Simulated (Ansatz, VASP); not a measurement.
# Two plane-wave programs on Bi2Se3

```
Bi Se
1.0
     4.17356    0.00000    0.00000
    -2.08678    3.61441    0.00000
     0.00000    0.00000   11.37878
Bi Se
2 3
Cartesian
  0.0000 0.0000 1.9954
  0.0000 0.0000 9.3834
  0.0000 2.4096 0.0000
  2.0868 1.2048 3.5625
  2.0868 1.2048 7.8162
```

Alike in both runs: task relaxation of cell and atoms; functional PBE; k mesh 12 × 12 × 4; occupations gaussian, width 0.02 eV; no spin polarisation.

```csv
,VASP,Ansatz
version,VASP 6.6.1,Ansatz 0.2.0
potentials or method,"VASP PAW PBE potentials, release 64 (Bi_d, Se), cutoff 500 eV","scalar-relativistic, plane waves, PAW"
valence electrons in the cell,48,78
```

```csv
,VASP,Ansatz,Ansatz less VASP
"gap on the k mesh at the Fermi level, each at its own relaxed structure (eV)",0.56,0.56,+0.003
relaxed volume (Å³/atom),34.36,34.33,-0.034
relaxed length of the cell vector where the two differ most in proportion (Å),4.175,4.174,-0.0019
```

VASP's potentials hold 48 valence electrons a cell and Ansatz's 78, so a difference there can come from the potentials and not from the codes.

Spin-orbit coupling is off throughout.
